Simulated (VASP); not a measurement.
# Ge2H in VASP: single point with PBE+D3(BJ)

Aim: the single point of Ge2H with PBE+D3(BJ).

All numbers are computed with VASP 6.6.1; they aren't measurements. Logs are shortened: lines on timing, memory, paths and dates and some standing lists are left out, and cuts for length are marked.

## (1) The cell of the first run

The cell holds a slab with vacuum, 3 atoms: a = 4.023 Å, b = 4.023 Å, c = 16.184 Å, α = 90.00°, β = 90.00°, γ = 120.00°.

## (2) Single point, PBE+D3(BJ), collinear spin

INCAR

```
SYSTEM = Ge2H
PREC = Accurate
ENCUT = 520
EDIFF = 1E-7
ISMEAR = 0
SIGMA = 0.1
LREAL = .False.
LASPH = .True.
NELM = 150
ALGO = Normal
ISIF = 2
LWAVE = .False.
LCHARG = .True.
ISPIN = 2
MAGMOM = 0 0 1
LORBIT = 11
LDIPOL = .True.
IDIPOL = 3
DIPOL = 0.5 0.5 0.290
GGA = PE
IVDW = 12
LELF = .True.
LVHAR = .True.
LVACPOTAV = .True.
NBANDS = 26
```

KPOINTS

```
Automatic mesh
0
Gamma
  9 9 1
  0 0 0
```

POSCAR

```
Ge2H
1.0
    4.0226895355      0.0000000000      0.0000000000
   -2.0113447678      3.4837513293      0.0000000000
    0.0000000000      0.0000000000     16.1842610144
Ge H
2 1
Direct
    0.3333333333      0.6666666666      0.2894331110
    0.6666666667      0.3333333333      0.2471537005
    1.2222222222      1.1111111111      0.3320198699
```

Potentials or basis: VASP PAW PBE potentials, release 64 (Ge_d, H).

Started as:

```console
> cat potpaw_PBE.64/Ge_d/POTCAR potpaw_PBE.64/H/POTCAR > POTCAR
> mpirun -np 1 vasp_std > vasp.out
```

OUTCAR:

```text
SYSTEM = Ge2H
   PREC = Accurate
   ENCUT = 520
   EDIFF = 1E-7
   ISMEAR = 0
   LREAL = .False.
   LASPH = .True.
   NELM = 150
   ISIF = 2
   ISPIN = 2
   LORBIT = 11
   GGA = PE
   IVDW = 12
 IVDW          = 12

 ion  position               nearest neighbor table
   1  0.333  0.667  0.289-   2 2.42   2 2.42   2 2.42
   2  0.667  0.333  0.247-   1 2.42   1 2.42   1 2.42
   3  0.222  0.111  0.332-

  LATTYP: Found a hexagonal cell.
 ALAT       =     4.0226895355
 C/A-ratio  =     4.0232438699

  Lattice vectors:

 A1 = (   4.0226895355,   0.0000000000,   0.0000000000)
 A2 = (  -2.0113447678,   3.4837513293,   0.0000000000)
 A3 = (   0.0000000000,   0.0000000000,  16.1842610144)

Analysis of symmetry for initial positions (statically):
=====================================================================
 Subroutine PRICEL returns:
 Original cell was already a primitive cell.

 Routine SETGRP: Setting up the symmetry group for a
 hexagonal supercell.

 Subroutine GETGRP returns: Found  2 space group operations
 (whereof  2 operations were pure point group operations)
 out of a pool of 24 trial point group operations.

The static configuration has the point symmetry C_1h.

Analysis of symmetry for dynamics (positions and initial velocities):
=====================================================================
 Subroutine PRICEL returns:
 Original cell was already a primitive cell.

 Routine SETGRP: Setting up the symmetry group for a
 hexagonal supercell.

 Subroutine GETGRP returns: Found  2 space group operations
 (whereof  2 operations were pure point group operations)
 out of a pool of 24 trial point group operations.

The dynamic configuration has the point symmetry C_1h.

Analysis of structural, dynamic, and magnetic symmetry:
=====================================================================
 Subroutine PRICEL returns:
 Original cell was already a primitive cell.

 Routine SETGRP: Setting up the symmetry group for a
 hexagonal supercell.

 Subroutine GETGRP returns: Found  2 space group operations
 (whereof  2 operations were pure point group operations)
 out of a pool of 24 trial point group operations.

The overall configuration has the point symmetry C_1h.

 Subroutine INISYM returns: Found  2 space group operations
 (whereof  2 operations are pure point group operations),
[... 121 lines left out ...]
   LORBIT       =     11    0 simple, 1 ext, 2 COOP (PROOUT), +10 PAW based schemes
   GGA     = PE    functional components
   LHFCALC =     F    Hartree Fock is set to
   AEXX    =    0.0000 exact exchange contribution
   IVDW    =    12    specifies the selected vdW correction
   LEPSILON=     F    determine dielectric tensor
   LRPA    =     F    only Hartree local field effects (RPA)
 spin polarized calculation
 Gauss-broadening in eV      SIGMA  =   0.10
  energy-cutoff  :      520.00
  volume of cell :      226.81
 maximum number of plane-waves:      6153
 NGX is ok and might be reduce to    30
   NGX = 15   NGY = 15   NGZ = 61

 number of electron      29.0000027 magnetization       0.0000304

 dipolmoment           0.000000      0.000000      0.034857 electrons x Angstroem

 Free energy of the ion-electron system (eV)
  ---------------------------------------------------
  ext. energy  EPLUGINS =         0.00000000
  ---------------------------------------------------
  free energy    TOTEN  =        -9.98770039 eV

  energy without entropy =       -9.97882691  energy(sigma->0) =       -9.98326365

 E-fermi :  -2.3408     XC(G=0):  -2.9279

 val. band max:       -2.3689070808   @ k =   0.0000   0.3333   0.0000
 cond. band min:      -2.2713442031   @ k =   0.2222   0.1111   0.0000
 fundamental gap:      0.0975628777
 Fermi energy:        -2.3407763907

 spin component 1

 k-point     1 :       0.0000    0.0000    0.0000
  band No.  band energies     occupation
      1     -27.3082      1.00000
      2     -27.2769      1.00000
      3     -27.2487      1.00000
      4     -27.2327      1.00000
      5     -27.2015      1.00000
      6     -26.9993      1.00000
[... 685 lines left out ...]
     25       6.1677      0.00000
     26       6.6767      0.00000

 [... further k-points ...]

 spin component 2

 k-point     1 :       0.0000    0.0000    0.0000
  band No.  band energies     occupation
      1     -27.3082      1.00000
      2     -27.2769      1.00000
      3     -27.2487      1.00000
      4     -27.2327      1.00000
      5     -27.2015      1.00000
      6     -26.9993      1.00000
[... 685 lines left out ...]
     25       6.1663      0.00000
     26       6.6735      0.00000

 [... further k-points ...]

------------------------ aborting loop because EDIFF is reached ----------------------------------------

 Edisp (eV)   -0.39198

 E8    (eV) :    -0.1738

  FORCE on cell =-STRESS in cart. coord.  units (eV):
  Direction    XX          YY          ZZ          XY          YZ          ZX
  --------------------------------------------------------------------------------------
  -------------------------------------------------------------------------------------
  Total       0.71324     1.58699     0.42591    -0.75670     0.29428     0.50971
  in kB       5.03834    11.21060     3.00868    -5.34534     2.07881     3.60063
  external pressure =        6.42 kB  Pullay stress =        0.00 kB

 VOLUME and BASIS-vectors are now :
 -----------------------------------------------------------------------------
  energy-cutoff  :      520.00
  volume of cell :      226.81
      direct lattice vectors                 reciprocal lattice vectors
     4.022689535  0.000000000  0.000000000     0.248589903  0.143523447  0.000000000
    -2.011344768  3.483751329  0.000000000     0.000000000  0.287046894  0.000000000
     0.000000000  0.000000000 16.184261014     0.000000000  0.000000000  0.061788425

 POSITION                                       TOTAL-FORCE (eV/Angst)
 -----------------------------------------------------------------------------------
     -0.00000      2.32250      4.68426        -0.165561     -0.095587      0.675779
      2.01134      1.16125      4.00000        -0.288148     -0.166362     -0.670513
      0.67045      0.38708      5.37350         0.453709      0.261949     -0.005266
 -----------------------------------------------------------------------------------
    total drift:                               -0.000007     -0.000004      0.002583

  FREE ENERGIE OF THE ION-ELECTRON SYSTEM (eV)
  ---------------------------------------------------
  free  energy   TOTEN  =       -10.3796848887 eV

  energy  without entropy=      -10.3708114078  energy(sigma->0) =      -10.37524815

 vacuum level on the upper side and lower side of the slab         2.142         1.692

 total charge

# of ion       s       p       d       tot
------------------------------------------
    1        1.190   1.133  10.028  12.351
    2        1.219   1.076  10.028  12.323
    3        0.435   0.009   0.000   0.445
--------------------------------------------------
tot          2.845   2.218  20.056  25.119

 magnetization (x)

# of ion       s       p       d       tot
------------------------------------------
    1        0.000   0.000   0.000   0.000
    2        0.000   0.000   0.000   0.000
    3        0.000   0.000   0.000   0.000
--------------------------------------------------
tot          0.000   0.000   0.000   0.000
```

Wall time 16 min (1 thread of Intel Xeon 8259CL, shared host); peak memory 0.54 GiB.

What came out:

```
Free energy                                           : -10.3797 eV
Largest force                                         : 0.749 eV/Å
Net moment                                            : 0.00 μB per cell
Valence electrons inside the program's atomic spheres : Ge 12.35, 12.32; H 0.45
Dispersion energy per atom                            : -0.131 eV
```

Forces in eV/Å, atoms in the order of the input:
```
Ge  -0.166 -0.096  0.676
Ge  -0.288 -0.166 -0.671
H    0.454  0.262 -0.005
```
